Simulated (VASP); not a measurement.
# TaSiO4 (P6/mmm) in VASP: a series of runs

Runs on TaSiO4. Level: PBE. Tasks: single point.

Program: VASP 6.6.1. These are calculated values, not measurements. Logs are shortened: lines on timing, memory, paths and dates and some standing lists are left out, and cuts for length are marked.

**1. The cell of the first run**

The structure is hexagonal, space group P6/mmm (No. 191). The conventional cell has a = 3.665 Å, b = 3.665 Å, c = 7.262 Å, α = 90.00°, β = 90.00°, γ = 120.00°. Within 2.7 Å of Ta (site symmetry 6/mmm) lie 8 O at 2.06 to 2.12 Å. Si (site symmetry 6/mmm) has 2 O at 1.57 Å within 2.1 Å. Within 2.1 Å of O (site symmetry 6mm) lie 1 Si at 1.57 Å and 1 Ta at 2.06 Å. Within 2.8 Å of O (site symmetry -6m2) lie 3 O at 2.12 Å and 3 Ta at 2.12 Å.

**2. Single point, PBE**

INCAR

```
SYSTEM = TaSiO4
ALGO     = Normal         ! electronic algorithm
EDIFF    = 1E-6           ! SCF threshold, eV
ENCUT    = 600            ! plane-wave cutoff, eV
GGA      = PE             ! functional
GGA_COMPAT= .False.      
ISIF     = 2              ! what is computed and relaxed
ISMEAR   = 0              ! smearing method
LASPH    = .True.         ! aspherical terms in the spheres
LCHARG   = .False.        ! write CHGCAR
LREAL    = .False.        ! projectors in reciprocal space
LWAVE    = .False.        ! write WAVECAR
NBANDS   = 30             ! bands
NELM     = 120            ! most SCF steps
PREC     = Accurate       ! precision mode
SIGMA    = 0.1            ! smearing width, eV
```

KPOINTS

```
k-points
0
Gamma
  6 6 4
  0 0 0
```

POSCAR

```
TaSiO4
1.0
    3.6645457671     -0.0000000030      0.0000000000
   -1.8322728809      3.1735897291      0.0000000000
    0.0000000000      0.0000000000      7.2624630950
Ta Si O
1 1 4
Direct
    0.0000000000      0.0000000000      0.5000000000
    0.0000000000      0.0000000000      0.0000000000
    0.0000000000      0.0000000000      0.7836501363
    0.0000000000      0.0000000000      0.2163498637
    0.3333333333      0.6666666667      0.5000000000
    0.6666666667      0.3333333333      0.5000000000
```

Potentials or basis: VASP PAW PBE potentials, release 64 (Ta_sv_GW, Si, O).

Launch:

```bash
$ cat potpaw_PBE.64/Ta_sv_GW/POTCAR potpaw_PBE.64/Si/POTCAR potpaw_PBE.64/O/POTCAR > POTCAR
$ mpirun -np 1 vasp_std > vasp.out
```

OUTCAR:

```text
SYSTEM = TaSiO4
   EDIFF = 1E-6
   ENCUT = 600
   GGA = PE
   ISIF = 2
   ISMEAR = 0
   LASPH = .True.
   LREAL = .False.
   NELM = 120
   PREC = Accurate

 ion  position               nearest neighbor table
   1  0.000  0.000  0.500-   3 2.06   4 2.06   5 2.12   6 2.12   5 2.12   6 2.12   6 2.12   5 2.12

   2  0.000  0.000  0.000-   3 1.57   4 1.57
   3  0.000  0.000  0.784-   2 1.57   1 2.06
   4  0.000  0.000  0.216-   2 1.57   1 2.06
   5  0.333  0.667  0.500-   1 2.12   1 2.12   1 2.12
   6  0.667  0.333  0.500-   1 2.12   1 2.12   1 2.12

  LATTYP: Found a hexagonal cell.
 ALAT       =     3.6645457671
 C/A-ratio  =     1.9818180906

  Lattice vectors:

 A1 = (   3.6645457671,  -0.0000000030,   0.0000000000)
 A2 = (  -1.8322728809,   3.1735897291,   0.0000000000)
 A3 = (   0.0000000000,   0.0000000000,   7.2624630950)

Analysis of symmetry for initial positions (statically):
=====================================================================
 Subroutine PRICEL returns:
 Original cell was already a primitive cell.

 Routine SETGRP: Setting up the symmetry group for a
 hexagonal supercell.

 Subroutine GETGRP returns: Found 24 space group operations
 (whereof 24 operations were pure point group operations)
 out of a pool of 24 trial point group operations.

The static configuration has the point symmetry D_6h.

Analysis of symmetry for dynamics (positions and initial velocities):
=====================================================================
 Subroutine PRICEL returns:
 Original cell was already a primitive cell.

 Routine SETGRP: Setting up the symmetry group for a
 hexagonal supercell.

 Subroutine GETGRP returns: Found 24 space group operations
 (whereof 24 operations were pure point group operations)
 out of a pool of 24 trial point group operations.

The dynamic configuration has the point symmetry D_6h.

 Subroutine INISYM returns: Found 24 space group operations
 (whereof 24 operations are pure point group operations),
 and found     1 'primitive' translations

----------------------------------------------------------------------------------------

                                     Primitive cell

  volume of cell :      84.4607

  direct lattice vectors                    reciprocal lattice vectors
     3.664545767 -0.000000003  0.000000000     0.272885117  0.157550295  0.000000000
    -1.832272881  3.173589729  0.000000000     0.000000000  0.315100591  0.000000000
     0.000000000  0.000000000  7.262463095     0.000000000  0.000000000  0.137694331

  length of vectors
     3.664545767  3.664545767  7.262463095     0.315100591  0.315100591  0.137694331

  position of ions in fractional coordinates (direct lattice)
     0.000000000  0.000000000  0.500000000
     0.000000000  0.000000000  0.000000000
     0.000000000  0.000000000  0.783650136
     0.000000000  0.000000000  0.216349864
     0.333333333  0.666666667  0.500000000
     0.666666667  0.333333333  0.500000000

  ion indices of the primitive-cell ions
   primitive index   ion index
                 1           1
                 2           2
                 3           3
                 4           4
                 5           5
                 6           6

----------------------------------------------------------------------------------------

 KPOINTS: k-points

Automatic generation of k-mesh.
 Grid dimensions read from file:
 generate k-points for:    6    6    4

 Generating k-lattice:

  Cartesian coordinates                     Fractional coordinates (reciprocal lattice)
     0.045480853  0.026258383  0.000000000     0.166666667  0.000000000  0.000000000
     0.000000000  0.052516765  0.000000000     0.000000000  0.166666667  0.000000000
     0.000000000  0.000000000  0.034423583     0.000000000  0.000000000  0.250000000

  Length of vectors
     0.052516765  0.052516765  0.034423583

  Shift w.r.t. Gamma in fractional coordinates (k-lattice)
     0.000000000  0.000000000  0.000000000

 Subroutine IBZKPT returns following result:
 ===========================================

 Found     21 irreducible k-points:

 Following reciprocal coordinates:
            Coordinates               Weight
  0.000000  0.000000  0.000000      1.000000
  0.166667  0.000000  0.000000      6.000000
  0.333333  0.000000  0.000000      6.000000
  0.500000  0.000000  0.000000      3.000000
  0.166667  0.166667  0.000000      6.000000
  0.333333  0.166667  0.000000     12.000000
[... 13 lines left out ...]
  0.333333  0.166667  0.500000     12.000000
  0.333333  0.333333  0.500000      2.000000
   k-points           NKPTS =     21   k-points in BZ     NKDIM =     21   number of bands    NBANDS=     30
   number of dos      NEDOS =    301   number of ions     NIONS =      6
   total plane-waves  NPLWV =  54000
   dimension x,y,z NGX =    30 NGY =   30 NGZ =   60
   dimension x,y,z NGXF=    60 NGYF=   60 NGZF=  120
   ions per type =               1   1   4
   NGX,Y,Z   is equivalent  to a cutoff of  13.61, 13.61, 13.73 a.u.
   NGXF,Y,Z  is equivalent  to a cutoff of  27.22, 27.22, 27.47 a.u.
 SYSTEM =  TaSiO4
   PREC   = accura    normal or accurate (medium, high low for compatibility)
   ISTART =      0    job   : 0-new  1-cont  2-samecut
   ICHARG =      2    charge: 1-file 2-atom 10-const
   ISPIN  =      1    spin polarized calculation?
   LNONCOLLINEAR =      F non collinear calculations
   LSORBIT =      F    spin-orbit coupling
   LASPH  =      T    aspherical Exc in radial PAW
   ENCUT  =  600.0 eV  44.10 Ry    6.64 a.u.   7.32  7.32 14.50*2*pi/ulx,y,z
   NELM   =    120;   NELMIN=  2; NELMDL= -5     # of ELM steps
   EDIFF  = 0.1E-05   stopping-criterion for ELM
   LREAL  =      F    real-space projection
   EDIFFG = 0.1E-04   stopping-criterion for IOM
   NSW    =      0    number of steps for IOM
   IBRION =     -1    ionic relax: 0-MD 1-quasi-New 2-CG
   NFREE  =      0    steps in history (QN), initial steepest desc. (CG)
   ISIF   =      2    stress and relaxation
   ISYM   =      2    0-nonsym 1-usesym 2-fastsym
   POTIM  = 0.5000    time-step for ionic-motion
   TEBEG  =    0.0;   TEEND  =   0.0 temperature during run
   PSTRESS=    0.0 pullay stress
   NELECT =      41.0000    total number of electrons
   NUPDOWN=      -1.0000    fix difference up-down
   EMIN   =  10.00;   EMAX   =-10.00  energy-range for DOS
   EFERMI =   0.00;   METHOD = LEGACY
   ISMEAR =     0;   SIGMA  =   0.10  broadening in eV -4-tet -1-fermi 0-gaus
   EFERMI_NEDOS =   21; number of points for ismear=-14 and -15
   IALGO  =     38    algorithm
   IMIX   =      4    mixing-type and parameters
     AMIX     =   0.40;   BMIX     =  1.00
     AMIX_MAG =   1.60;   BMIX_MAG =  1.00
  volume/ion in A,a.u.               =      14.08        94.99
  Fermi-wavevector in a.u.,A,eV,Ry     =   1.286623  2.431364 22.523052  1.655398
  Thomas-Fermi vector in A             =   2.418686
   LORBIT       =      0    0 simple, 1 ext, 2 COOP (PROOUT), +10 PAW based schemes
   GGA     = PE    functional components
   LHFCALC =     F    Hartree Fock is set to
   AEXX    =    0.0000 exact exchange contribution
   IVDW    =     0    specifies the selected vdW correction
   LEPSILON=     F    determine dielectric tensor
   LRPA    =     F    only Hartree local field effects (RPA)
 non-spin polarized calculation
 Gauss-broadening in eV      SIGMA  =   0.10
  energy-cutoff  :      600.00
  volume of cell :       84.46
 maximum number of plane-waves:      2852
 NGX is ok and might be reduce to    30
   NGX = 15   NGY = 15   NGZ = 29

 number of electron      40.9999990 magnetization

 Free energy of the ion-electron system (eV)
  ---------------------------------------------------
  ext. energy  EPLUGINS =         0.00000000
  ---------------------------------------------------
  free energy    TOTEN  =       -50.28993675 eV

  energy without entropy =      -50.28206631  energy(sigma->0) =      -50.28600153

 E-fermi :   3.8173     XC(G=0):  -9.8336

 val. band max:        3.7726400095   @ k =   0.3333   0.1667   0.0000
 cond. band min:       3.8548399772   @ k =   0.0000   0.0000   0.0000
 fundamental gap:      0.0821999677
 Fermi energy:         3.8173392195

 k-point     1 :       0.0000    0.0000    0.0000
  band No.  band energies     occupation
      1     -64.9150      2.00000
      2     -31.6006      2.00000
      3     -31.0431      2.00000
      4     -31.0431      2.00000
      5     -16.4271      2.00000
      6     -15.6252      2.00000
[... 22 lines left out ...]
     29      12.6224      0.00000
     30      12.6224      0.00000

 k-point     2 :       0.1667    0.0000    0.0000
  band No.  band energies     occupation
      1     -64.9140      2.00000
      2     -31.5975      2.00000
      3     -31.0972      2.00000
      4     -31.0534      2.00000
      5     -16.3736      2.00000
      6     -15.6045      2.00000
[... 22 lines left out ...]
     29      12.0689      0.00000
     30      12.1441      0.00000

 k-point     3 :       0.3333    0.0000    0.0000
  band No.  band energies     occupation
      1     -64.9118      2.00000
      2     -31.5912      2.00000
      3     -31.2025      2.00000
      4     -31.0737      2.00000
      5     -16.2920      2.00000
      6     -15.5627      2.00000
[... 22 lines left out ...]
     29      11.8222      0.00000
     30      12.2970      0.00000

 k-point     4 :       0.5000    0.0000    0.0000
  band No.  band energies     occupation
      1     -64.9108      2.00000
      2     -31.5881      2.00000
      3     -31.2539      2.00000
      4     -31.0838      2.00000
      5     -16.2565      2.00000
      6     -15.5415      2.00000
[... 517 lines left out ...]
     29      11.8453      0.00000
     30      12.2597      0.00000

 k-point    20 :       0.3333    0.1667    0.5000
  band No.  band energies     occupation
      1     -64.9107      2.00000
      2     -31.5881      2.00000
      3     -31.2257      2.00000
      4     -31.1131      2.00000
      5     -15.9889      2.00000
      6     -15.8501      2.00000
[... 22 lines left out ...]
     29      12.2718      0.00000
     30      12.9615      0.00000

 k-point    21 :       0.3333    0.3333    0.5000
  band No.  band energies     occupation
      1     -64.9102      2.00000
      2     -31.5866      2.00000
      3     -31.1852      2.00000
      4     -31.1852      2.00000
      5     -15.9740      2.00000
      6     -15.8362      2.00000
[... 22 lines left out ...]
     29      13.9802      0.00000
     30      13.9802      0.00000

------------------------ aborting loop because EDIFF is reached ----------------------------------------

  FORCE on cell =-STRESS in cart. coord.  units (eV):
  Direction    XX          YY          ZZ          XY          YZ          ZX
  --------------------------------------------------------------------------------------
  -------------------------------------------------------------------------------------
  Total       -0.1061815     -0.1061815      0.1765249     -0.0000000      0.0000000      0.0000000
  in kB       -2.0142086     -2.0142086      3.3485871     -0.0000000      0.0000000      0.0000000
  external PRESSURE =      -0.2266100 kB  Pullay stress =       0.0000000 kB

 VOLUME and BASIS-vectors are now :
 -----------------------------------------------------------------------------
  energy-cutoff  :      600.00
  volume of cell :       84.46
      direct lattice vectors                 reciprocal lattice vectors
     3.664545767 -0.000000003  0.000000000     0.272885117  0.157550295  0.000000000
    -1.832272881  3.173589729  0.000000000     0.000000000  0.315100591  0.000000000
     0.000000000  0.000000000  7.262463095     0.000000000  0.000000000  0.137694331

 POSITION                                       TOTAL-FORCE (eV/Angst)
 -----------------------------------------------------------------------------------
      0.00000      0.00000      3.63123         0.000000      0.000000      0.000000
      0.00000      0.00000      0.00000         0.000000      0.000000      0.000000
      0.00000      0.00000      5.69123         0.000000     -0.000000     -0.117231
      0.00000      0.00000      1.57123         0.000000      0.000000      0.117231
      0.00000      2.11573      3.63123        -0.000000      0.000000      0.000000
      1.83227      1.05786      3.63123         0.000000      0.000000      0.000000
 -----------------------------------------------------------------------------------
    total drift:                                0.000000     -0.000000      0.000000

  FREE ENERGIE OF THE ION-ELECTRON SYSTEM (eV)
  ---------------------------------------------------
  free  energy   TOTEN  =       -50.2899367536 eV

  energy  without entropy=      -50.2820663086  energy(sigma->0) =      -50.28600153
```

It took 2.5 min on 1 thread of Intel Xeon Platinum 8375C at 2.90GHz (Ice Lake), shared host; peak memory 0.26 GiB.

Results:

```
Free energy   : -50.2899 eV
Pressure      : 0.0 GPa
Largest force : 0.117 eV/Å
```

Forces in eV/Å, atoms in the order of the input:
```
Ta   0.000  0.000  0.000
Si   0.000  0.000  0.000
O    0.000  0.000 -0.117
O    0.000  0.000  0.117
O    0.000  0.000  0.000
O    0.000  0.000  0.000
```

Levels at points of the mesh, in eV from the Fermi level:
```
           k point  band 17  band 18  band 19  band 20  band 21  band 22  band 23  band 24
(0.00, 0.00, 0.00)    -3.34    -2.31    -0.32     0.04     0.04     2.61     2.61     5.32
(0.50, 0.00, 0.00)    -2.55    -2.23    -1.59    -0.71     0.04     1.05     2.29     4.19
(0.00, 0.00, 0.50)    -3.56    -1.36    -0.32     0.05     0.05     2.21     2.21     5.43
(0.50, 0.00, 0.50)    -3.29    -2.23    -1.64    -0.69     0.75     1.05     1.73     4.41
```

Caveat: spin-orbit coupling is left out, which moves the levels of the heavy elements; an odd number of electrons without spin polarisation forces a metal; a magnetic or distorted state may lie lower.

**3. Single point, PBE**

INCAR

```
SYSTEM = TaSiO4
PREC     = Accurate       ! precision mode
ENCUT    = 600            ! plane-wave cutoff, eV
EDIFF    = 1E-6           ! SCF threshold, eV
ISMEAR   = 0              ! smearing method
SIGMA    = 0.1            ! smearing width, eV
LREAL    = .False.        ! projectors in reciprocal space
LASPH    = .True.         ! aspherical terms in the spheres
NELM     = 120            ! most SCF steps
ALGO     = Normal         ! electronic algorithm
ISIF     = 2              ! what is computed and relaxed
LWAVE    = .False.        ! write WAVECAR
LCHARG   = .True.         ! write CHGCAR
GGA      = PE             ! functional
LELF     = .True.         ! ELF
LVHAR    = .True.       
NBANDS   = 30             ! bands
GGA_COMPAT= .False.
```

KPOINTS

```
regular mesh
0
Gamma
  12 12 6
  0 0 0
```

POSCAR

```
TaSiO4
1.0
    3.6660443572      0.0000000000      0.0000000000
   -1.8330221786      3.1748875447      0.0000000000
    0.0000000000      0.0000000000      7.2556548506
Ta Si O
1 1 4
Direct
    0.0000000000      0.0000000000      0.5000000000
    0.0000000000      0.0000000000      0.0000000000
    0.0000000000      0.0000000000      0.7831592405
    0.0000000000      0.0000000000      0.2168407595
    0.3333333333      0.6666666667      0.5000000000
    0.6666666667      0.3333333333      0.5000000000
```

Potentials or basis: VASP PAW PBE potentials, release 64 (Ta_sv_GW, Si, O).

Launch:

```bash
$ cat potpaw_PBE.64/Ta_sv_GW/POTCAR potpaw_PBE.64/Si/POTCAR potpaw_PBE.64/O/POTCAR > POTCAR
$ mpirun -np 1 vasp_std > vasp.out
```

Run time: 5.7 min. Hardware: 1 thread of Intel Xeon Platinum 8375C at 2.90GHz (Ice Lake), shared host; peak memory 0.38 GiB.

The run converged. Its results:

- Free energy: -50.2932 eV
- Pressure: 0.0 GPa
- Largest force: 0.117 eV/Å

Forces in eV/Å, atoms in the order of the input:
```
Ta   0.000  0.000  0.000
Si   0.000  0.000  0.000
O    0.000  0.000 -0.117
O    0.000  0.000  0.117
O    0.000  0.000  0.000
O    0.000  0.000  0.000
```

Stress tensor (GPa, compression positive):
```
-0.21  0.00  0.00
 0.00 -0.21  0.00
 0.00  0.00  0.31
```

Levels at points of the mesh, in eV from the Fermi level:
```csv
k point,band 18,band 19,band 20,band 21,band 22,band 23,band 24,band 25
"(0.00, 0.00, 0.00)",-2.25,-0.38,-0.04,-0.04,2.60,2.60,5.38,5.38
"(0.50, 0.00, 0.00)",-2.30,-1.64,-0.78,0.10,1.11,2.29,4.25,4.36
"(0.00, 0.00, 0.50)",-1.30,-0.38,-0.02,-0.02,2.21,2.21,5.48,5.88
"(0.50, 0.00, 0.50)",-2.30,-1.68,-0.76,0.81,1.10,1.73,4.35,4.77
```

Caveat: spin-orbit coupling is left out, which moves the levels of the heavy elements; an odd number of electrons without spin polarisation forces a metal; a magnetic or distorted state may lie lower.
